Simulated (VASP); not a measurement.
The system is Al2O3.

```
Al O
1.0
     3.01748    0.00000    0.00000
    -1.50874    2.61322    0.00000
     0.00000    0.00000    7.57464
Al O
2 3
Direct
  0.00000 0.00000 0.72205
  0.00000 0.00000 0.27795
  0.00000 0.00000 0.50000
  0.66667 0.33333 0.80055
  0.33333 0.66667 0.19945
```

| Quantity | Value |
| --- | --- |
| Program | VASP 6.6.1 |
| Task | relaxation of cell and atoms |
| Functional | PBE |
| Potentials or basis | VASP PAW PBE potentials, release 64 (Al, O) |
| Cutoff | 600 eV |
| k mesh | 10 × 10 × 4 |
| Occupations | fermi-dirac, width 0.05 eV |
| Spin | no spin polarisation |

At the start: pressure -0.8 GPa; volume 11.95 Å³/atom.

**Question.** Where does the relaxation end?

**Answer.** Over 21 steps the energy falls by 2.9 meV/atom and the volume is 12.88 Å³/atom (+7.8 %); space group P-3m1 (No. 164, to 0.1 Å) before and after.

The path:
| step | energy change (eV) | largest force (eV/Å) | pressure (GPa) | volume (Å³) |
| --- | --- | --- | --- | --- |
| 1 | 0.0000 | 0.0925 | -0.77 | 59.73 |
| 2 | -0.0008 | 0.0467 | 0.91 | 59.24 |
| 3 | -0.0012 | 0.0441 | 0.26 | 59.42 |
| 4 | -0.0018 | 0.1215 | 0.29 | 59.45 |
| 5 | -0.0018 | 0.1262 | 0.31 | 59.45 |
| 6 | -0.0022 | 0.1164 | 0.28 | 59.49 |
| 7 | -0.0033 | 0.0832 | 0.22 | 59.63 |
| 8 | -0.0048 | 0.1016 | 0.11 | 59.91 |
| 9 | -0.0056 | 0.2055 | 0.00 | 60.47 |
| 10 | -0.0060 | 0.2004 | 0.00 | 60.54 |
| 11 | -0.0071 | 0.1877 | -0.05 | 60.74 |
| 12 | -0.0091 | 0.1578 | -0.03 | 61.14 |
| 13 | -0.0116 | 0.1015 | -0.01 | 61.96 |
| 14 | -0.0129 | 0.1971 | 0.17 | 63.58 |
| 15 | -0.0144 | 0.0437 | 0.19 | 64.02 |
| 16 | -0.0145 | 0.0189 | 0.25 | 64.20 |
| 17 | -0.0145 | 0.0251 | 0.27 | 64.22 |
| 18 | -0.0145 | 0.0306 | 0.27 | 64.23 |
| 19 | -0.0146 | 0.0149 | 0.13 | 64.31 |
| 20 | -0.0147 | 0.0091 | -0.04 | 64.40 |
| 21 | -0.0147 | 0.0067 | -0.03 | 64.40 |

Final structure:
```xyz
5
Lattice="3.0111 0.0000 0.0000 -1.5055 2.6077 0.0000 0.0000 0.0000 8.2018" Properties=species:S:1:pos:R:3 pbc="T T T"
Al    0.0000    0.0000    5.7800
Al   -1.5055    2.6077    2.4218
O     3.0111    0.0000    4.1009
O     1.5055    0.8692    6.3739
O     0.0000    1.7385    1.8279
```
